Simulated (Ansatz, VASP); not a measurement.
## Two plane-wave programs on Rb

File INCAR:

```
SYSTEM = Rb
  ALGO = Normal
  EDIFF = 1E-6
  ENCUT = 520
  GGA = PS
  ISIF = 2
  ISMEAR = -1
  LASPH = .True.
  LCHARG = .False.
  LREAL = .False.
  LWAVE = .False.
  NBANDS = 10
  NELM = 80
  PREC = Accurate
  SIGMA = 0.1
```

Contents of KPOINTS:

```
k-points
0
Gamma
  9 9 9
  0 0 0
```

File POSCAR:

```
Rb
1.0
    0.0000000000      3.6537810684      3.6537810684
    3.6537810684      0.0000000000      3.6537810684
    3.6537810684      3.6537810684      0.0000000000
Rb
1
Direct
    0.0000000000      0.0000000000      0.0000000000
```

Input for Ansatz:

```yaml
crystal:
  lattice:
    - [0.0, 3.6537810684, 3.6537810684]
    - [3.6537810684, 0.0, 3.6537810684]
    - [3.6537810684, 3.6537810684, 0.0]
  atoms:
    - { symbol: Rb, position: [0.0, 0.0, 0.0] }
hamiltonian:
  xc: pbesol
  pseudopotentials:
    kind: paw
    azcp:
      Rb: "pseudopotentials/Rb.paw.azcp"
basis:
  ecutwfc: 420
  fft_grid_basis: typed
kpoints:
  mp_grid: { grid: [9, 9, 9], shift: [0, 0, 0] }
magnetization:
  spin_polarized: false
scf:
  occupations: { method: fermi_dirac, width: 0.1 }
  lower_state_search: "off"
output:
  stress: true
```

Alike in both runs: task single point; functional PBEsol; k mesh 9 × 9 × 9; occupations fermi-dirac, width 0.1 eV; no spin polarisation.

```csv
,VASP,Ansatz
version,VASP 6.6.1,Ansatz 0.2.0
potentials or method,"VASP PAW PBE potentials, release 64 (Rb_sv), cutoff 520 eV","plane waves (420 eV) with PAW, scalar-relativistic"
valence electrons in the cell,9,9
```

|  | VASP | Ansatz | Ansatz less VASP |
| --- | --- | --- | --- |
| pressure (GPa) | -0.3 | -0.3 | 0.00 |

VASP's potentials were made for PBE, not for PBEsol, and Ansatz warns of the same on its side. With one functional, cell and mesh, what is left measures potentials, basis and numerics.
